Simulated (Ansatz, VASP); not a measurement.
**MoOs3: VASP beside Ansatz**

```
Mo Os
1.0
     3.88508    0.00000    0.00000
     0.00000    3.88508    0.00000
     0.00000    0.00000    3.88508
Mo Os
1 3
Direct
  0.00000 0.00000 0.00000
  0.00000 0.50000 0.50000
  0.50000 0.00000 0.50000
  0.50000 0.50000 0.00000
```

Alike in both runs: functional PBE; k mesh 4 × 4 × 4; occupations gaussian, width 0.1 eV; no spin polarisation.

Ansatz relaxed the structure, and its values are those at the end. VASP's run is a single point on that final structure, the one shown.

|  | VASP | Ansatz |
| --- | --- | --- |
| version | VASP 6.6.1 | Ansatz 0.2.0 |
| potentials or method | VASP PAW PBE potentials, release 64 (Mo_sv, Os), cutoff 520 eV | scalar-relativistic, plane waves, PAW |
| valence electrons in the cell | 38 | 62 |

```tsv
	VASP	Ansatz	Ansatz less VASP
gap on the k mesh at the Fermi level (eV)	none	none	-
pressure (GPa)	0.0	-0.1	-0.08
```

A gap of «none» marks a metal or a gap that the smearing closes. VASP's potentials hold 38 valence electrons a cell and Ansatz's 62, so a difference there can come from the potentials and not from the codes.

The k mesh is coarse, so the values compare programs but aren't converged. Neither program's run includes spin-orbit coupling.
